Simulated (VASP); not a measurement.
# LaIn2Si2 (I4/mmm) in VASP: single point with r2SCAN

Aim: the single point of LaIn2Si2 with r2SCAN.

Everything below comes from runs of VASP 6.6.1. Logs are shortened: lines on timing, memory, paths and dates and some standing lists are left out, and cuts for length are marked.

## Step 1: The cell of the first run

It takes space group I4/mmm (No. 139, tetragonal). The conventional cell has a = 4.475 Å, b = 4.475 Å, c = 11.228 Å, α = 90.00°, β = 90.00°, γ = 90.00°. Within 4.5 Å of La (site symmetry 4/mmm) lie 10 Si at 3.44 to 4.27 Å and 8 In at 3.59 Å and 4 La at 4.48 Å. Si (site symmetry 4mm) has 4 In at 2.67 Å and 1 Si at 2.69 Å and 4 La at 3.44 Å within 3.5 Å. In (site symmetry -4m2) has 4 Si at 2.67 Å and 4 In at 3.16 Å within 3.5 Å.

## Step 2: Single point, r2SCAN

POSCAR reads:

```
LaIn2Si2
1.0
    0.0000000000      4.4754700000      0.0000000000
    4.4754700000      0.0000000000      0.0000000000
    2.2377350000      2.2377350000     -5.6138300000
La Si In
1 2 2
Direct
    0.0000000000      0.0000000000      0.0000000000
    0.3800000000      0.3800000000      0.2400000000
    0.6200000000      0.6200000000      0.7600000000
    0.7500000000      0.2500000000      0.5000000000
    0.2500000000      0.7500000000      0.5000000000
```

INCAR.step1 reads:

```
SYSTEM = LaIn2Si2
ALGO = Normal
EDIFF = 1E-4
ENCUT = 520
GGA = PE
ISMEAR = -1
LASPH = .TRUE.
LCHARG = .FALSE.
LREAL = .FALSE.
LWAVE = .TRUE.
NBANDS = 30
NELM = 80
PREC = Accurate
SIGMA = 0.1
```

INCAR.step2 reads:

```
SYSTEM = LaIn2Si2
ALGO = Normal
EDIFF = 1E-7
ENCUT = 520
ISIF = 2
ISMEAR = -1
ISTART = 1
LASPH = .TRUE.
LCHARG = .FALSE.
LMIXTAU = .TRUE.
LREAL = .FALSE.
LWAVE = .FALSE.
METAGGA = R2SCAN
NBANDS = 30
NELM = 80
PREC = Accurate
SIGMA = 0.1
```

KPOINTS reads:

```
k-points
0
G
  8 8 8
  0 0 0
```

Potentials or basis: VASP PAW PBE potentials, release 64 (La, Si, In_d).

Command:

```bash
cat potpaw_PBE.64/La/POTCAR potpaw_PBE.64/Si/POTCAR potpaw_PBE.64/In_d/POTCAR > POTCAR
cp INCAR.step1 INCAR
mpirun -np 1 vasp_std > vasp.out
cp INCAR.step2 INCAR
mpirun -np 1 vasp_std > vasp.out
```

OUTCAR:

```text
SYSTEM = LaIn2Si2
   EDIFF = 1E-7
   ENCUT = 520
   ISIF = 2
   ISMEAR = -1
   ISTART = 1
   LASPH = .TRUE.
   LREAL = .FALSE.
   METAGGA = R2SCAN
   NELM = 80
   PREC = Accurate

 ion  position               nearest neighbor table
   1  0.000  0.000  0.000-   4 3.59   5 3.59   4 3.59   5 3.59   4 3.59   5 3.59   4 3.59   5 3.59

   2  0.380  0.380  0.240-   4 2.67   5 2.67   5 2.67   4 2.67   3 2.69
   3  0.620  0.620  0.760-   4 2.67   5 2.67   5 2.67   4 2.67   2 2.69
   4  0.750  0.250  0.500-   2 2.67   3 2.67   2 2.67   3 2.67   5 3.16   5 3.16   5 3.16   5 3.16
                             1 3.59   1 3.59   1 3.59   1 3.59
   5  0.250  0.750  0.500-   2 2.67   3 2.67   2 2.67   3 2.67   4 3.16   4 3.16   4 3.16   4 3.16
                             1 3.59   1 3.59   1 3.59   1 3.59

  LATTYP: Found a body centered tetragonal cell.
 ALAT       =     4.4754700000
 C/A-ratio  =     2.5087108170

  Lattice vectors:

 A1 = (  -2.2377350000,   2.2377350000,   5.6138300000)
 A2 = (   2.2377350000,  -2.2377350000,   5.6138300000)
 A3 = (   2.2377350000,   2.2377350000,  -5.6138300000)

Analysis of symmetry for initial positions (statically):
=====================================================================
 Subroutine PRICEL returns:
 Original cell was already a primitive cell.

 Routine SETGRP: Setting up the symmetry group for a
 body centered tetragonal supercell.

 Subroutine GETGRP returns: Found 16 space group operations
 (whereof 16 operations were pure point group operations)
 out of a pool of 16 trial point group operations.

The static configuration has the point symmetry D_4h.

Analysis of symmetry for dynamics (positions and initial velocities):
=====================================================================
 Subroutine PRICEL returns:
 Original cell was already a primitive cell.

 Routine SETGRP: Setting up the symmetry group for a
 body centered tetragonal supercell.

 Subroutine GETGRP returns: Found 16 space group operations
 (whereof 16 operations were pure point group operations)
 out of a pool of 16 trial point group operations.

The dynamic configuration has the point symmetry D_4h.

 Subroutine INISYM returns: Found 16 space group operations
 (whereof 16 operations are pure point group operations),
 and found     1 'primitive' translations

----------------------------------------------------------------------------------------

                                     Primitive cell

  volume of cell :     112.4441

  direct lattice vectors                    reciprocal lattice vectors
     0.000000000  4.475470000  0.000000000     0.000000000  0.223440220  0.089065754
     4.475470000  0.000000000  0.000000000     0.223440220  0.000000000  0.089065754
     2.237735000  2.237735000 -5.613830000     0.000000000  0.000000000 -0.178131507

  length of vectors
     4.475470000  4.475470000  6.444377637     0.240537399  0.240537399  0.178131507

  position of ions in fractional coordinates (direct lattice)
     0.000000000  0.000000000  0.000000000
     0.380000000  0.380000000  0.240000000
     0.620000000  0.620000000  0.760000000
     0.750000000  0.250000000  0.500000000
     0.250000000  0.750000000  0.500000000

  ion indices of the primitive-cell ions
   primitive index   ion index
                 1           1
                 2           2
                 3           3
                 4           4
                 5           5

----------------------------------------------------------------------------------------

 KPOINTS: k-points

Automatic generation of k-mesh.
 Grid dimensions read from file:
 generate k-points for:    8    8    8

 Generating k-lattice:

  Cartesian coordinates                     Fractional coordinates (reciprocal lattice)
     0.000000000  0.027930027  0.011133219     0.125000000  0.000000000  0.000000000
     0.027930027  0.000000000  0.011133219     0.000000000  0.125000000  0.000000000
     0.000000000  0.000000000 -0.022266438     0.000000000  0.000000000  0.125000000

  Length of vectors
     0.030067175  0.030067175  0.022266438

  Shift w.r.t. Gamma in fractional coordinates (k-lattice)
     0.000000000  0.000000000  0.000000000

 Subroutine IBZKPT returns following result:
 ===========================================

 Found     59 irreducible k-points:

 Following reciprocal coordinates:
            Coordinates               Weight
  0.000000  0.000000  0.000000      1.000000
  0.125000  0.000000  0.000000      8.000000
  0.250000  0.000000  0.000000      8.000000
  0.375000  0.000000 -0.000000      8.000000
  0.500000  0.000000  0.000000      4.000000
  0.125000  0.125000  0.000000      8.000000
[... 16 lines left out ...]
  0.250000  0.000000  0.125000      4.000000
  0.375000  0.000000  0.125000      8.000000
 [... further k-points ...]
   k-points           NKPTS =     59   k-points in BZ     NKDIM =     59   number of bands    NBANDS=     30
   number of dos      NEDOS =    301   number of ions     NIONS =      5
   total plane-waves  NPLWV =  62208
   dimension x,y,z NGX =    36 NGY =   36 NGZ =   48
   dimension x,y,z NGXF=    72 NGYF=   72 NGZF=   96
   ions per type =               1   2   2
   NGX,Y,Z   is equivalent  to a cutoff of  13.37, 13.37, 12.38 a.u.
   NGXF,Y,Z  is equivalent  to a cutoff of  26.75, 26.75, 24.77 a.u.
 SYSTEM =  LaIn2Si2
   PREC   = accura    normal or accurate (medium, high low for compatibility)
   ISTART =      1    job   : 0-new  1-cont  2-samecut
   ICHARG =      0    charge: 1-file 2-atom 10-const
   ISPIN  =      1    spin polarized calculation?
   LNONCOLLINEAR =      F non collinear calculations
   LSORBIT =      F    spin-orbit coupling
   LASPH  =      T    aspherical Exc in radial PAW
   ENCUT  =  520.0 eV  38.22 Ry    6.18 a.u.   8.32  8.32 11.98*2*pi/ulx,y,z
   NELM   =     80;   NELMIN=  2; NELMDL=  0     # of ELM steps
   EDIFF  = 0.1E-06   stopping-criterion for ELM
   LREAL  =      F    real-space projection
   EDIFFG = 0.1E-05   stopping-criterion for IOM
   NSW    =      0    number of steps for IOM
   IBRION =     -1    ionic relax: 0-MD 1-quasi-New 2-CG
   NFREE  =      0    steps in history (QN), initial steepest desc. (CG)
   ISIF   =      2    stress and relaxation
   ISYM   =      2    0-nonsym 1-usesym 2-fastsym
   POTIM  = 0.5000    time-step for ionic-motion
   TEBEG  =    0.0;   TEEND  =   0.0 temperature during run
   PSTRESS=    0.0 pullay stress
   NELECT =      45.0000    total number of electrons
   NUPDOWN=      -1.0000    fix difference up-down
   EMIN   =  10.00;   EMAX   =-10.00  energy-range for DOS
   EFERMI =   0.00;   METHOD = LEGACY
   ISMEAR =    -1;   SIGMA  =   0.10  broadening in eV -4-tet -1-fermi 0-gaus
   EFERMI_NEDOS =   21; number of points for ismear=-14 and -15
   IALGO  =     38    algorithm
   IMIX   =      4    mixing-type and parameters
     AMIX     =   0.40;   BMIX     =  1.00
     AMIX_MAG =   1.60;   BMIX_MAG =  1.00
  volume/ion in A,a.u.               =      22.49       151.76
  Fermi-wavevector in a.u.,A,eV,Ry     =   1.206425  2.279812 19.802737  1.455460
  Thomas-Fermi vector in A             =   2.342092
   LORBIT       =      0    0 simple, 1 ext, 2 COOP (PROOUT), +10 PAW based schemes
   METAGGA = R2SCAN    functional components
   LHFCALC =     F    Hartree Fock is set to
   AEXX    =    0.0000 exact exchange contribution
   IVDW    =     0    specifies the selected vdW correction
   LEPSILON=     F    determine dielectric tensor
   LRPA    =     F    only Hartree local field effects (RPA)
 non-spin polarized calculation
  energy-cutoff  :      520.00
  volume of cell :      112.44
 maximum number of plane-waves:      3060
 NGX is ok and might be reduce to    36
   NGX = 17   NGY = 17   NGZ = 23

 number of electron      44.9999989 magnetization

 Free energy of the ion-electron system (eV)
  ---------------------------------------------------
  ext. energy  EPLUGINS =         0.00000000
  ---------------------------------------------------
  free energy    TOTEN  =       -92.99212893 eV

  energy without entropy =      -92.90777680  energy(sigma->0) =      -92.94995287

 E-fermi :   9.3739     XC(G=0): -11.1728

 val. band max:        9.3548354899   @ k =  -0.3750   0.0000   0.1250
 cond. band min:       9.4127928297   @ k =   0.5000   0.0000   0.0000
 fundamental gap:      0.0579573398
 Fermi energy:         9.3738783583

 k-point     1 :       0.0000    0.0000    0.0000
  band No.  band energies     occupation
      1     -25.3226      2.00000
      2      -8.7445      2.00000
      3      -8.5681      2.00000
      4      -8.5681      2.00000
      5      -6.7488      2.00000
      6      -6.7171      2.00000
[... 22 lines left out ...]
     29      11.1108      0.00000
     30      11.1409      0.00000

 k-point     2 :       0.1250    0.0000    0.0000
  band No.  band energies     occupation
      1     -25.3214      2.00000
      2      -8.7435      2.00000
      3      -8.5995      2.00000
      4      -8.5636      2.00000
      5      -6.7254      2.00000
      6      -6.6921      2.00000
[... 22 lines left out ...]
     29      11.1488      0.00000
     30      11.1867      0.00000

 k-point     3 :       0.2500    0.0000    0.0000
  band No.  band energies     occupation
      1     -25.3184      2.00000
      2      -8.7407      2.00000
      3      -8.6726      2.00000
      4      -8.5527      2.00000
      5      -6.6600      2.00000
      6      -6.6192      2.00000
[... 22 lines left out ...]
     29      11.0592      0.00000
     30      11.1669      0.00000

 k-point     4 :       0.3750    0.0000   -0.0000
  band No.  band energies     occupation
      1     -25.3154      2.00000
      2      -8.7467      2.00000
      3      -8.7328      2.00000
      4      -8.5418      2.00000
      5      -6.5668      2.00000
      6      -6.5062      2.00000
[... 616 lines left out ...]
     29      11.1159      0.00000
     30      11.2618      0.00000

 k-point    23 :       0.2500    0.0000    0.1250
  band No.  band energies     occupation
      1     -25.3184      2.00000
      2      -8.7362      2.00000
      3      -8.6746      2.00000
      4      -8.5540      2.00000
      5      -6.6580      2.00000
      6      -6.6192      2.00000
[... 22 lines left out ...]
     29      11.0708      0.00000
     30      11.1652      0.00000

 k-point    24 :       0.3750    0.0000    0.1250
  band No.  band energies     occupation
      1     -25.3154      2.00000
      2      -8.7456      2.00000
      3      -8.7321      2.00000
      4      -8.5431      2.00000
      5      -6.5648      2.00000
      6      -6.5063      2.00000
[... 22 lines left out ...]
     29      11.0449      0.00000
     30      11.1778      0.00000

 [... further k-points ...]

------------------------ aborting loop because EDIFF is reached ----------------------------------------

  FORCE on cell =-STRESS in cart. coord.  units (eV):
  Direction    XX          YY          ZZ          XY          YZ          ZX
  --------------------------------------------------------------------------------------
  -------------------------------------------------------------------------------------
  Total        3.5898344      3.5898344      2.0544652      0.0000000      0.0000000      0.0000000
  in kB       51.1503294     51.1503294     29.2733757      0.0000000      0.0000000      0.0000000
  external PRESSURE =      43.8580115 kB  Pullay stress =       0.0000000 kB

 VOLUME and BASIS-vectors are now :
 -----------------------------------------------------------------------------
  energy-cutoff  :      520.00
  volume of cell :      112.44
      direct lattice vectors                 reciprocal lattice vectors
     0.000000000  4.475470000  0.000000000     0.000000000  0.223440220  0.089065754
     4.475470000  0.000000000  0.000000000     0.223440220  0.000000000  0.089065754
     2.237735000  2.237735000 -5.613830000     0.000000000  0.000000000 -0.178131507

 POSITION                                       TOTAL-FORCE (eV/Angst)
 -----------------------------------------------------------------------------------
      0.00000      0.00000      0.00000         0.000000      0.000000      0.000000
      2.23774      2.23774     -1.34732         0.000000      0.000000      1.568934
      4.47547      4.47547     -4.26651        -0.000000     -0.000000     -1.568934
      2.23773      4.47547     -2.80692        -0.000000     -0.000000     -0.000000
      4.47547      2.23773     -2.80692        -0.000000     -0.000000      0.000000
 -----------------------------------------------------------------------------------
    total drift:                                0.000000     -0.000000     -0.000000

  FREE ENERGIE OF THE ION-ELECTRON SYSTEM (eV)
  ---------------------------------------------------
  free  energy   TOTEN  =       -92.9921289321 eV

  energy  without entropy=      -92.9077768005  energy(sigma->0) =      -92.94995287
```

It took 50 min on 1 thread of Intel Xeon Platinum 8259CL at 2.50GHz (Skylake/Cascade Lake), shared host; peak memory 0.42 GiB.

Results:

* Free energy: -92.9921 eV
* Pressure: 4.4 GPa
* Largest force: 1.569 eV/Å

Forces in eV/Å, atoms in the order of the input:
```
La   0.000  0.000  0.000
Si   0.000  0.000  1.569
Si   0.000  0.000 -1.569
In   0.000  0.000  0.000
In   0.000  0.000  0.000
```

Stress tensor (GPa, compression positive):
```
5.12 0.00 0.00
0.00 5.12 0.00
0.00 0.00 2.93
```

Levels at points of the mesh, in eV from the Fermi level:
| k point | band 20 | band 21 | band 22 | band 23 | band 24 | band 25 | band 26 | band 27 |
| --- | --- | --- | --- | --- | --- | --- | --- | --- |
| (0.00, 0.00, 0.00) | -2.51 | -1.64 | -1.37 | -1.37 | 0.33 | 1.65 | 1.67 | 1.67 |
| (0.50, 0.00, 0.00) | -2.43 | -1.82 | -1.43 | -0.58 | 0.04 | 0.22 | 1.55 | 1.56 |
| (0.50, 0.50, 0.00) | -3.77 | -3.66 | -0.97 | 0.73 | 0.82 | 1.53 | 1.72 | 1.72 |
| (0.00, 0.00, 0.50) | -2.51 | -1.23 | -1.05 | -0.62 | -0.62 | 0.66 | 1.16 | 1.16 |

Caveat: the PAW data sets were made with another functional, which shifts forces and pressure a little; spin-orbit coupling is left out, which moves the levels of the heavy elements.
